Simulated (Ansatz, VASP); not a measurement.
## One calculation of P, two programs

The input POSCAR:

```
P
1.0
    1.6477431241     -5.4650377251      0.0000000000
    1.6477431241      5.4650377251      0.0000000000
    0.0000000000      0.0000000000      4.5436355900
P
4
Direct
    0.9041431300      0.0958568700      0.5888151700
    0.0958568700      0.9041431300      0.4111848300
    0.5958568700      0.4041431300      0.0888151700
    0.4041431300      0.5958568700      0.9111848300
```

The input INCAR.step1:

```
SYSTEM = P
ALGO     = Normal         ! electronic algorithm
EDIFF    = 1E-5           ! SCF threshold, eV
ENCUT    = 520            ! plane-wave cutoff, eV
GGA      = PE             ! functional
ISIF     = 2              ! what is computed and relaxed
ISMEAR   = -1             ! smearing method
LASPH    = .True.         ! aspherical terms in the spheres
LREAL    = .False.        ! projectors in reciprocal space
LWAVE    = .True.         ! write WAVECAR
NBANDS   = 18             ! bands
NELM     = 60             ! most SCF steps
PREC     = Accurate       ! precision mode
SIGMA    = 0.05           ! smearing width, eV
```

The input INCAR.step2:

```
SYSTEM = P
AEXX     = 0.25           ! exact-exchange fraction
ALGO     = Normal         ! electronic algorithm
EDIFF    = 1E-7           ! SCF threshold, eV
ENCUT    = 520            ! plane-wave cutoff, eV
GGA      = PE             ! functional
HFSCREEN = 0.6            ! screening, 1/A
ISIF     = 2              ! what is computed and relaxed
ISMEAR   = -1             ! smearing method
ISTART   = 1            
LASPH    = .True.         ! aspherical terms in the spheres
LCHARG   = .True.         ! write CHGCAR
LELF     = .True.         ! ELF
LHFCALC  = .True.         ! exact exchange
LREAL    = .False.        ! projectors in reciprocal space
LVHAR    = .True.       
LWAVE    = .False.        ! write WAVECAR
NBANDS   = 18             ! bands
NELM     = 60             ! most SCF steps
PREC     = Accurate       ! precision mode
PRECFOCK = Normal       
SIGMA    = 0.05           ! smearing width, eV
```

File KPOINTS:

```
k-points
0
Gamma
  4 4 3
  0 0 0
```

input.yaml

```yaml
crystal:
  lattice:
    - [1.6477431241, -5.4650377251, 0.0]
    - [1.6477431241, 5.4650377251, 0.0]
    - [0.0, 0.0, 4.54363559]
  atoms:
    - { symbol: P, position: [0.90414313, 0.09585687, 0.58881517] }
    - { symbol: P, position: [0.09585687, 0.90414313, 0.41118483] }
    - { symbol: P, position: [0.59585687, 0.40414313, 0.08881517] }
    - { symbol: P, position: [0.40414313, 0.59585687, 0.91118483] }
hamiltonian:
  xc: { exchange: pbe, correlation: pbe, exx: { coeff: 0.25, omega: 0.6 } }
  pseudopotentials: { kind: paw }
kpoints:
  mp_grid: { grid: [4, 4, 3] }
scf:
  occupations: { method: fermi_dirac, width: 0.05 }
output:
  forces: true
  stress: true
  eigenvalues: true
  write_density: true
  write_potential: true
  elf: true
  volumetric_format: npy
```

Alike in both runs: task single point; functional PBE-based screened hybrid with a share of 0.25 of exact exchange and HFSCREEN = 0.6; k mesh 4 × 4 × 3; occupations fermi-dirac, width 0.05 eV; no spin polarisation.

|  | VASP | Ansatz |
| --- | --- | --- |
| version | VASP 6.6.1 | Ansatz 0.2.0 |
| potentials or method | VASP PAW PBE potentials, release 64 (P) | Ansatz PAW |
| plane-wave cutoff (eV) | 520 | 420 |
| valence electrons in the cell | 20 | 20 |

```csv
,VASP,Ansatz,Ansatz less VASP
gap on the k mesh at the Fermi level (eV),0.28,0.27,-0.017
least direct gap on the mesh (eV),0.28,0.27,-0.017
pressure (GPa),0.5,1.0,+0.51
"traceless stress, the component that is largest in VASP (GPa)",1.27,1.33,+0.057
rms of the force components (eV/Å),0.086,0.104,+0.0176
```

VASP's potentials were made for PBE, not for PBE-based screened hybrid. Atom by atom the forces differ by 0.043 eV/Å (rms over components).

The k mesh is coarse, so the values compare programs but aren't converged. Noted on Ansatz's run: odd divisions of the mesh miss points on the zone boundary, where band edges often lie, so the gap on the mesh can be too wide.
